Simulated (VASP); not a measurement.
ZnS, 2 atoms in the cell. It takes space group F-43m (No. 216, cubic). Conventional cell: a = 5.550 Å, b = 5.550 Å, c = 5.550 Å, α = 90.00°, β = 90.00°, γ = 90.00°. Zn (site symmetry -43m) has 4 S at 2.40 Å within 3.2 Å. S (site symmetry -43m) has 4 Zn at 2.40 Å within 3.2 Å. 

* Program: VASP 6.6.1
* Task: single point
* Functional: PBE
* Potentials or basis: VASP PAW PBE potentials, release 64 (Zn, S)
* Cutoff: 500 eV
* k mesh: 3 × 3 × 3
* Occupations: gaussian, width 0.01 eV
* Spin: no spin polarisation
* Dipole correction: no
* Further INCAR settings: ALGO = Normal; EDIFF = 1e-06; NBANDS = 16

Potentials or basis: VASP PAW PBE potentials, release 64 (Zn, S).

The run is started by

```console
$ cat potpaw_PBE.64/Zn/POTCAR potpaw_PBE.64/S/POTCAR > POTCAR
$ mpirun -np 1 vasp_std > vasp.out
```

Hardware: 1 thread of Intel Xeon 8259CL, on a shared host.

**Question.** How long does it take, and how much memory?

**Answer.** It took 12 s on 1 thread of Intel Xeon 8259CL, with other jobs on the host, peak memory 0.16 GiB. Counts: scf iterations 13, k points 4.
